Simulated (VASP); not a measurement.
# Hf (I4_1/amd) in VASP: a series of runs

Hf is run at these levels: LDA; tasks: relaxation of cell and atoms, single point.

Everything below comes from runs of VASP 6.6.1. Logs are shortened: lines on timing, memory, paths and dates and some standing lists are left out, and cuts for length are marked.

### Step 1. The cell of the first run

Symmetry: I4_1/amd, No. 141, tetragonal system. Conventional cell: a = 5.237 Å, b = 5.237 Å, c = 2.856 Å, α = 90.00°, β = 90.00°, γ = 90.00°. Within 3.6 Å of Hf (site symmetry -4m2) lie 10 Hf at 2.71 to 3.38 Å.

### Step 2. Relaxation of cell and atoms, LDA, target pressure 10 GPa, at which the enthalpy is minimised

The input, INCAR:

```
PREC     = Accurate       # precision mode
ENCUT    = 600            # plane-wave cutoff, eV
EDIFF    = 1E-6           # SCF threshold, eV
ISMEAR   = -1             # smearing method
SIGMA    = 0.1            # smearing width, eV
LREAL    = F              # projectors in reciprocal space
LASPH    = T              # aspherical terms in the spheres
NELM     = 100            # most SCF steps
ALGO     = Normal         # electronic algorithm
ISIF     = 3              # what is computed and relaxed
LWAVE    = F              # write WAVECAR
LCHARG   = F              # write CHGCAR
IBRION   = 2              # ionic algorithm
NSW      = 32             # ionic steps
EDIFFG   = -0.005         # ionic threshold
PSTRESS  = 100.0
```

The input, KPOINTS:

```
Automatic mesh
0
Gamma
  15 15 15
```

The input, POSCAR:

```
Hf
1.0
   -2.6184464895      2.6184464895      1.4277691618
    2.6184464895     -2.6184464895      1.4277691618
    2.6184464895      2.6184464895     -1.4277691618
Hf
2
Direct
   -0.3750000000     -0.1250000000     -0.2500000000
    0.3750000000      0.1250000000      0.2500000000
```

Potentials or basis: VASP PAW LDA potentials, release 64 (Hf_pv).

On the command line:

```console
$ cat potpaw_LDA.64/Hf_pv/POTCAR > POTCAR
$ mpirun -np 1 vasp_std > vasp.out
```

OUTCAR:

```text
PREC = Accurate
   ENCUT = 600
   EDIFF = 1E-6
   ISMEAR = -1
   LREAL = F
   LASPH = T
   NELM = 100
   ISIF = 3
   IBRION = 2
   NSW = 32
   EDIFFG = -0.005
   PSTRESS = 100.0

 ion  position               nearest neighbor table
   1  0.625  0.875  0.750-   2 2.71   2 2.71   2 2.71   2 2.71   2 3.38   2 3.38   2 3.38   2 3.38

   2  0.375  0.125  0.250-   1 2.71   1 2.71   1 2.71   1 2.71   1 3.38   1 3.38   1 3.38   1 3.38

  LATTYP: Found a body centered tetragonal cell.
 ALAT       =     5.2368929790
 C/A-ratio  =     0.5452733778

  Lattice vectors:

 A1 = (  -2.6184464895,   2.6184464895,   1.4277691618)
 A2 = (   2.6184464895,  -2.6184464895,   1.4277691618)
 A3 = (   2.6184464895,   2.6184464895,  -1.4277691618)

Analysis of symmetry for initial positions (statically):
=====================================================================
 Subroutine PRICEL returns:
 Original cell was already a primitive cell.

 Routine SETGRP: Setting up the symmetry group for a
 body centered tetragonal supercell.

 Subroutine GETGRP returns: Found 16 space group operations
 (whereof  4 operations were pure point group operations)
 out of a pool of 16 trial point group operations.

The static configuration has the point symmetry C_2h.
 The point group associated with its full space group is D_4h.

Analysis of symmetry for dynamics (positions and initial velocities):
=====================================================================
 Subroutine PRICEL returns:
 Original cell was already a primitive cell.

 Routine SETGRP: Setting up the symmetry group for a
 body centered tetragonal supercell.

 Subroutine GETGRP returns: Found 16 space group operations
 (whereof  4 operations were pure point group operations)
 out of a pool of 16 trial point group operations.

The dynamic configuration has the point symmetry C_2h.
 The point group associated with its full space group is D_4h.

 Subroutine INISYM returns: Found 16 space group operations
 (whereof  4 operations are pure point group operations),
 and found     1 'primitive' translations

----------------------------------------------------------------------------------------

                                     Primitive cell

  volume of cell :      39.1566

  direct lattice vectors                    reciprocal lattice vectors
    -2.618446490  2.618446490  1.427769162     0.000000000  0.190952919  0.350196666
     2.618446490 -2.618446490  1.427769162     0.190952919  0.000000000  0.350196666
     2.618446490  2.618446490 -1.427769162     0.190952919  0.190952919  0.000000000

  length of vectors
     3.968759103  3.968759103  3.968759103     0.398874318  0.398874318  0.270048208

  position of ions in fractional coordinates (direct lattice)
     0.625000000  0.875000000  0.750000000
     0.375000000  0.125000000  0.250000000

  ion indices of the primitive-cell ions
   primitive index   ion index
                 1           1
                 2           2

----------------------------------------------------------------------------------------

 KPOINTS: Automatic mesh

Automatic generation of k-mesh.
 Grid dimensions read from file:
 generate k-points for:   15   15   15

 Generating k-lattice:

  Cartesian coordinates                     Fractional coordinates (reciprocal lattice)
     0.000000000  0.012730195  0.023346444     0.066666667 -0.000000000  0.000000000
     0.012730195  0.000000000  0.023346444    -0.000000000  0.066666667  0.000000000
     0.012730195  0.012730195  0.000000000     0.000000000  0.000000000  0.066666667

  Length of vectors
     0.026591621  0.026591621  0.018003214

  Shift w.r.t. Gamma in fractional coordinates (k-lattice)
     0.000000000  0.000000000  0.000000000

 Subroutine IBZKPT returns following result:
 ===========================================

 Found    288 irreducible k-points:

 Following reciprocal coordinates:
            Coordinates               Weight
  0.000000  0.000000  0.000000      1.000000
  0.066667  0.000000 -0.000000      8.000000
  0.133333  0.000000  0.000000      8.000000
  0.200000  0.000000 -0.000000      8.000000
  0.266667  0.000000  0.000000      8.000000
  0.333333 -0.000000  0.000000      8.000000
[... 16 lines left out ...]
  0.133333  0.133333 -0.000000      8.000000
  0.200000  0.133333 -0.000000     16.000000
 [... further k-points ...]
   k-points           NKPTS =    288   k-points in BZ     NKDIM =    288   number of bands    NBANDS=     14
   number of dos      NEDOS =    301   number of ions     NIONS =      2
   total plane-waves  NPLWV =  32768
   dimension x,y,z NGX =    32 NGY =   32 NGZ =   32
   dimension x,y,z NGXF=    64 NGYF=   64 NGZF=   64
   ions per type =               2
   NGX,Y,Z   is equivalent  to a cutoff of  13.40, 13.40, 13.40 a.u.
   NGXF,Y,Z  is equivalent  to a cutoff of  26.81, 26.81, 26.81 a.u.
 SYSTEM =  unknown system
   PREC   = accura    normal or accurate (medium, high low for compatibility)
[... 52 lines left out ...]
  ext. energy  EPLUGINS =         0.00000000
  ---------------------------------------------------
  free energy    TOTEN  =       -20.11212201 eV

  energy without entropy =      -20.03693533  energy(sigma->0) =      -20.07452867

------------------------ aborting loop because EDIFF is reached ----------------------------------------

  FORCE on cell =-STRESS in cart. coord.  units (eV):
  Direction    XX          YY          ZZ          XY          YZ          ZX
  --------------------------------------------------------------------------------------
  -------------------------------------------------------------------------------------
  Total        2.4193739      2.4193739      2.4637306      0.0000000     -0.0000000     -0.0000000
  in kB       98.9938403     98.9938403    100.8087919      0.0000000     -0.0000000     -0.0000000
  external PRESSURE =      -0.4011758 kB  Pullay stress =     100.0000000 kB

 VOLUME and BASIS-vectors are now :
 -----------------------------------------------------------------------------
  energy-cutoff  :      600.00
  volume of cell :       39.16
      direct lattice vectors                 reciprocal lattice vectors
    -2.618446490  2.618446490  1.427769162     0.000000000  0.190952919  0.350196666
     2.618446490 -2.618446490  1.427769162     0.190952919  0.000000000  0.350196666
     2.618446490  2.618446490 -1.427769162     0.190952919  0.190952919  0.000000000
[... 122 lines left out ...]
  FREE ENERGIE OF THE ION-ELECTRON SYSTEM (eV)
  ---------------------------------------------------
  free  energy   TOTEN  =       -20.1122641857 eV

  energy  without entropy=      -20.0370916763  energy(sigma->0) =      -20.07467793

  enthalpy is  TOTEN    =       -17.6681723492 eV   P V=        2.4440918364

--------------------------------------- Ionic step        5  -------------------------------------------

 number of electron      20.0000002 magnetization

 Free energy of the ion-electron system (eV)
  ---------------------------------------------------
  ext. energy  EPLUGINS =         0.00000000
  ---------------------------------------------------
  free energy    TOTEN  =       -20.11151994 eV

  energy without entropy =      -20.03636242  energy(sigma->0) =      -20.07394118

 E-fermi :   5.2621     XC(G=0): -12.0421

 val. band max:        5.2594258012   @ k =  -0.3333  -0.3333   0.2000
 cond. band min:       5.2704859064   @ k =  -0.4000  -0.4667   0.4000
 fundamental gap:      0.0110601052
 Fermi energy:         5.2620571252

 k-point     1 :       0.0000    0.0000    0.0000
  band No.  band energies     occupation
      1     -25.2881      2.00000
      2     -25.2881      2.00000
      3     -23.8755      2.00000
      4     -23.8552      2.00000
      5     -23.8481      2.00000
      6     -23.8481      2.00000
      7      -1.8379      2.00000
      8       1.5232      2.00000
      9       3.9186      2.00000
     10       4.1145      1.99998
     11       5.4111      0.36767
     12       9.5262      0.00000
     13       9.5262      0.00000
     14       9.6854      0.00000

 k-point     2 :       0.0667    0.0000   -0.0000
  band No.  band energies     occupation
      1     -25.2837      2.00000
      2     -25.2655      2.00000
      3     -23.9449      2.00000
      4     -23.9111      2.00000
      5     -23.8446      2.00000
      6     -23.8443      2.00000
      7      -1.6583      2.00000
      8       1.6219      2.00000
      9       3.9406      2.00000
     10       4.3603      1.99976
[... 362 lines left out ...]
 k-point    24 :       0.2000    0.1333   -0.0000
  band No.  band energies     occupation
      1     -25.1679      2.00000
      2     -25.0992      2.00000
      3     -24.7179      2.00000
      4     -24.6614      2.00000
      5     -23.9252      2.00000
      6     -23.8495      2.00000
      7       1.1597      2.00000
      8       2.7882      2.00000
      9       4.0055      1.99999
     10       4.4185      1.99957
     11       5.5111      0.15302
     12       7.2596      0.00000
     13       7.8209      0.00000
     14       9.2175      0.00000

 [... further k-points ...]
[... 5 lines left out ...]
  --------------------------------------------------------------------------------------
  -------------------------------------------------------------------------------------
  Total        2.4423787      2.4423787      2.4387745      0.0000000      0.0000000     -0.0000000
  in kB       99.9604589     99.9604589     99.8129464      0.0000000      0.0000000     -0.0000000
  external PRESSURE =      -0.0887119 kB  Pullay stress =     100.0000000 kB

 VOLUME and BASIS-vectors are now :
 -----------------------------------------------------------------------------
  energy-cutoff  :      600.00
  volume of cell :       39.15
      direct lattice vectors                 reciprocal lattice vectors
    -2.617139601  2.617139601  1.428833336     0.000000000  0.191048273  0.349935844
     2.617139601 -2.617139601  1.428833336     0.191048273  0.000000000  0.349935844
     2.617139601  2.617139601 -1.428833336     0.191048273  0.191048273  0.000000000

 POSITION                                       TOTAL-FORCE (eV/Angst)
 -----------------------------------------------------------------------------------
      2.61714      1.30857      1.07163         0.000000     -0.000000     -0.000000
     -0.00000      1.30857      0.35721        -0.000000      0.000000      0.000000
 -----------------------------------------------------------------------------------
    total drift:                                0.000000     -0.000000      0.000000

  FREE ENERGIE OF THE ION-ELECTRON SYSTEM (eV)
  ---------------------------------------------------
  free  energy   TOTEN  =       -20.1115199362 eV

  energy  without entropy=      -20.0363624247  energy(sigma->0) =      -20.07394118

  enthalpy is  TOTEN    =       -17.6681751192 eV   P V=        2.4433448170

 reached required accuracy - stopping structural energy minimisation
```

Wall time 3.6 min (1 thread of Intel Xeon Platinum 8488C (Sapphire Rapids), shared host); peak memory 0.29 GiB.

What came out:

| Property | Result |
| --- | --- |
| Free energy | -20.1115 eV |
| Relaxed volume | 19.57 Å³/atom |
| Relaxed cell | a = 3.967 Å, b = 3.967 Å, c = 3.967 Å, α = 97.45°, β = 97.45°, γ = 137.78° |
| Space group after relaxing (to 0.1 Å) | I4_1/amd (No. 141) |
| Energy change on relaxing (the run minimises the enthalpy) | +0.3 meV/atom |
| Ionic steps | 5 |
| Pressure after relaxing | 10.0 GPa |
| Band gap on the k mesh | zero (bands 10 and 11 overlap by 0.99 eV) |

Step by step:
```
step  energy change (eV)  largest force (eV/Å)  pressure (GPa)  volume (Å³)
   1              0.0000                0.0000            9.96        39.16
   2              0.0017                0.0000           10.07        39.13
   3              0.0014                0.0000           10.05        39.13
   4             -0.0001                0.0000            9.96        39.16
   5              0.0006                0.0000            9.99        39.15
```

Final structure:
```xyz
2
Lattice="-2.6171 2.6171 1.4288 2.6171 -2.6171 1.4288 2.6171 2.6171 -1.4288" Properties=species:S:1:pos:R:3 pbc="T T T"
Hf    2.6171    1.3086    1.0716
Hf    0.0000    1.3086    0.3572
```

Levels at points of the mesh, in eV from the Fermi level:
| k point | band 6 | band 7 | band 8 | band 9 | band 10 | band 11 | band 12 | band 13 | band 14 |
| --- | --- | --- | --- | --- | --- | --- | --- | --- | --- |
| (0.00, 0.00, 0.00) | -29.11 | -7.10 | -3.74 | -1.34 | -1.15 | 0.15 | 4.26 | 4.26 | 4.42 |

Caveat: the cell is relaxed towards a set pressure, so the run minimises the enthalpy, not the energy; spin-orbit coupling is left out, which moves the levels of the heavy elements.

### Step 3. Relaxation of cell and atoms, LDA, target pressure 10 GPa, at which the enthalpy is minimised

This run uses another cell than the first one, of 19.70 Å³/atom.

The input, INCAR:

```
PREC = Accurate
ENCUT = 600
EDIFF = 1E-6
ISMEAR = -1
SIGMA = 0.1
LREAL = F
LASPH = T
NELM = 80
ALGO = Normal
ISIF = 3
LWAVE = F
LCHARG = F
GGA = CA
IBRION = 2
NSW = 60
EDIFFG = -0.005
PSTRESS = 100.0
```

KPOINTS is that of step 2.

The input, POSCAR:

```
Hf
1.0
   -2.6161707088      2.6161707088      1.4388938899
    2.6161707088     -2.6161707088      1.4388938899
    2.6161707088      2.6161707088     -1.4388938899
Hf
2
Direct
   -0.3750000000     -0.1250000000     -0.2500000000
    0.3750000000      0.1250000000      0.2500000000
```

Potentials or basis: VASP PAW LDA potentials, release 64 (Hf_pv).

On the command line:

```console
$ cat potpaw_LDA.64/Hf_pv/POTCAR > POTCAR
$ mpirun -np 1 vasp_std > vasp.out
```

Wall time 3 min (1 thread of Intel Xeon Platinum 8488C (Sapphire Rapids), shared host); peak memory 0.3 GiB.

It converged, with:

| Quantity | Value |
| --- | --- |
| Free energy | -20.1112 eV |
| Relaxed volume | 19.57 Å³/atom |
| Relaxed cell | a = 3.967 Å, b = 3.967 Å, c = 3.967 Å, α = 97.46°, β = 97.46°, γ = 137.76° |
| Space group after relaxing (to 0.1 Å) | I4_1/amd (No. 141) |
| Energy change on relaxing (the run minimises the enthalpy) | +7.2 meV/atom |
| Ionic steps | 4 |
| Pressure after relaxing | 10.0 GPa |
| Band gap on the k mesh | zero (bands 10 and 11 overlap by 0.99 eV) |

The path:
```tsv
step	energy change (eV)	largest force (eV/Å)	pressure (GPa)	volume (Å³)
1	0.0000	0.0000	9.11	39.39
2	0.0390	0.0000	11.33	38.77
3	0.0175	0.0000	10.16	39.10
4	0.0144	0.0000	10.01	39.14
```

Final structure:
```
CELL_PARAMETERS angstrom
-2.61654 2.61654 1.42928
2.61654 -2.61654 1.42928
2.61654 2.61654 -1.42928
ATOMIC_POSITIONS crystal
Hf 0.62500 0.87500 0.75000
Hf 0.37500 0.12500 0.25000
```

Levels at points of the mesh, in eV from the Fermi level:
```tsv
k point	band 7	band 8	band 9	band 10	band 11	band 12	band 13	band 14
(0.00, 0.00, 0.00)	-7.10	-3.74	-1.34	-1.15	0.15	4.26	4.26	4.42
```

Caveat: the cell is relaxed towards a set pressure, so the run minimises the enthalpy, not the energy; spin-orbit coupling is left out, which moves the levels of the heavy elements.

### Step 4. Single point, LDA

The input, INCAR:

```
SYSTEM = Hf
ALGO = Normal
EDIFF = 1E-7
ENCUT = 520
GGA = CA
ISIF = 2
ISMEAR = -1
LASPH = .TRUE.
LCHARG = .FALSE.
LREAL = .FALSE.
LWAVE = .FALSE.
NBANDS = 17
NELM = 80
PREC = Accurate
SIGMA = 0.1
```

The input, KPOINTS:

```
k-points
0
G
  15 15 15
  0 0 0
```

The input, POSCAR:

```
Hf
1.0
   -2.6184464895      2.6184464895      1.4277691618
    2.6184464895     -2.6184464895      1.4277691618
    2.6184464895      2.6184464895     -1.4277691618
Hf
2
Direct
   -0.3750000000     -0.1250000000     -0.2500000000
    0.3750000000      0.1250000000      0.2500000000
```

On the command line:

```console
$ cat potpaw_LDA.64/Hf_pv/POTCAR > POTCAR
$ mpirun -np 1 vasp_std > vasp.out
```

Run time: 3.9 min. Hardware: 1 thread of Intel Xeon 8259CL, shared host; peak memory 0.28 GiB.

The run converged. Its results:

```
Free energy            : -20.1118 eV
Pressure               : 10.0 GPa
Band gap on the k mesh : zero (bands 10 and 11 overlap by 0.99 eV)
```

Stress tensor (GPa, compression positive):
```
 9.92  0.00  0.00
 0.00  9.92  0.00
 0.00  0.00 10.09
```

Levels at points of the mesh, in eV from the Fermi level:
| k point | band 6 | band 7 | band 8 | band 9 | band 10 | band 11 | band 12 | band 13 | band 14 | band 15 |
| --- | --- | --- | --- | --- | --- | --- | --- | --- | --- | --- |
| (0.00, 0.00, 0.00) | -29.11 | -7.10 | -3.74 | -1.34 | -1.15 | 0.14 | 4.28 | 4.28 | 4.44 | 4.44 |

Caveat: the cell stands under pressure; spin-orbit coupling is left out, which moves the levels of the heavy elements.

### Step 5. Single point, LDA

The input, INCAR:

```
ALGO = Normal
EDIFF = 1E-6
ENCUT = 520
GGA = CA
ISIF = 2
ISMEAR = -1
LASPH = True
LCHARG = False
LREAL = False
LWAVE = False
NBANDS = 17
NELM = 80
PREC = Accurate
SIGMA = 0.1
```

The input, KPOINTS:

```
k-points
0
Gamma
  15 15 15
```

The input, POSCAR:

```
Hf
1.0
   -2.6185491996      2.6185491996      1.4279644456
    2.6185491996     -2.6185491996      1.4279644456
    2.6185491996      2.6185491996     -1.4279644456
Hf
2
Direct
   -0.3750000000     -0.1250000000     -0.2500000000
    0.3750000000      0.1250000000      0.2500000000
```

On the command line:

```console
$ cat potpaw_LDA.64/Hf_pv/POTCAR > POTCAR
$ mpirun -np 1 vasp_std > vasp.out
```

Run time: 3.4 min. Hardware: 1 thread of Intel Xeon 8259CL, shared host; peak memory 0.28 GiB.

The run converged. Its results:

```yaml
Free_energy: -20.1123 eV
Pressure: 9.9 GPa
Band_gap_on_the_k_mesh: zero (bands 10 and 11 overlap by 0.99 eV)
```

Stress tensor (GPa, compression positive):
```
 9.87  0.00  0.00
 0.00  9.87  0.00
 0.00  0.00 10.04
```

Levels at points of the mesh, in eV from the Fermi level:
| k point | band 6 | band 7 | band 8 | band 9 | band 10 | band 11 | band 12 | band 13 | band 14 | band 15 |
| --- | --- | --- | --- | --- | --- | --- | --- | --- | --- | --- |
| (0.00, 0.00, 0.00) | -29.11 | -7.10 | -3.74 | -1.34 | -1.15 | 0.14 | 4.27 | 4.27 | 4.43 | 4.43 |

Caveat: the cell stands under pressure; spin-orbit coupling is left out, which moves the levels of the heavy elements.

### Step 6. The runs side by side

```csv
task,cell,cutoff (eV),gap on the mesh (eV),pressure (GPa)
relaxation of cell and atoms,"relaxed to 10 GPa from a = 3.969 Å, angles 97.4, 97.4, 137.8°, 2 atoms",600,none,10.0
relaxation of cell and atoms,"relaxed to 10 GPa from a = 3.970 Å, angles 97.5, 97.5, 137.5°, 2 atoms",600,none,10.0
single point,"a = 3.969 Å, angles 97.4, 97.4, 137.8°, 2 atoms",520,none,9.9
```

Alike in all rows: level LDA; potentials or basis VASP PAW LDA potentials, release 64 (Hf_pv); no spin polarisation; k mesh 15 × 15 × 15; smearing fermi-dirac 0.1 eV.

Caveats: spin-orbit coupling is left out, which moves the levels of the heavy elements; the cell is relaxed towards a set pressure, so the run minimises the enthalpy, not the energy (at least some runs); the cell stands under pressure (at least some runs).

Absolute energies hang on the potentials; compare differences alone.
